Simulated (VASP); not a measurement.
The system is CoNiO2.

```
Ni Co O
1.0
     3.01433    0.00000    0.00000
     0.00000    3.01433    0.00000
     0.00000    0.00000    4.22229
Ni Co O
1 1 2
Direct
  0.00000 0.00000 0.00000
  0.50000 0.50000 0.50000
  0.00000 0.00000 0.50000
  0.50000 0.50000 0.00000
```

Base run:

| Item | Value |
| --- | --- |
| Program | VASP 6.6.1 |
| Functional | PBEsol |
| Potentials or basis | VASP PAW PBE potentials, release 64 (Ni, Co, O) |
| Cutoff | 520 eV |
| k mesh | 7 × 7 × 5 |
| Occupations | fermi-dirac, width 0.05 eV |
| Spin | collinear spin, ferromagnetic start |
| Starting moments | [0.266667, 0.533333, 0.0, 0.0] μB |
| Fixed moment | 0.8 μB |

Its results: pressure -13.5 GPa; site moments Ni -1.38; Co +2.24; O +0.06, -0.12 μB.

Task: The run is repeated on the same cell with these changes: fixed moment from 0.8 μB to 3.8 μB; moments at the start from [0.27, 0.53, 0.0, 0.0] to [1.27, 2.53, 0.0, 0.0]. What comes out?

Result: Pressure -15.1 GPa; site moments Ni +1.07; Co +2.26; O +0.20, +0.19 μB.

Caveats: the PAW data sets were made with another functional, which shifts forces and pressure a little; the total moment is fixed, so each spin has its own Fermi level.
